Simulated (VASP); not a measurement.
**Al: single point with r2SCAN**

Crystal: Al.

```
Al
1.0
    -2.34357    1.67398    1.67398
     1.67398   -2.34357    1.67398
     1.67398    1.67398   -2.34357
Al
1
Direct
  0.00000 0.00000 0.00000
```

This cell differs from its parent crystal: ratio of the length along [111] to the lengths across it x 0.5, volume and fractional coordinates fixed.

```yaml
Program: VASP 6.6.1
Task: single point
Functional: r2SCAN
Potentials_or_basis: VASP PAW PBE potentials, release 64 (Al)
Cutoff: 520 eV
k_mesh: 30 × 30 × 30
Occupations: gaussian, width 0.15 eV
Spin: no spin polarisation
```

The pressure is 104.7 GPa and the band gap on the k mesh is zero (an odd number of electrons rules out a gap without spin polarisation).

Stress tensor (GPa, compression positive):
```
104.66 118.29 118.29
118.29 104.66 118.29
118.29 118.29 104.66
```

Levels at points of the mesh, in eV from the Fermi level:
```csv
k point,band 1,band 2,band 3,band 4
"(0.00, 0.00, 0.00)",-11.41,4.39,4.39,7.64
"(0.50, 0.00, 0.00)",-0.03,4.13,9.36,10.30
"(0.50, 0.50, 0.00)",-7.68,-5.62,1.54,3.99
"(0.50, 0.50, 0.50)",1.43,6.28,6.28,9.31
```

Wall time 26 min on 1 thread of Intel(R) Xeon(R) 6975P-C (Granite Rapids), with other jobs on the host, peak memory 0.4 GiB.

Caveat: the cell stands under pressure; the PAW data sets were made with another functional, which shifts forces and pressure a little.
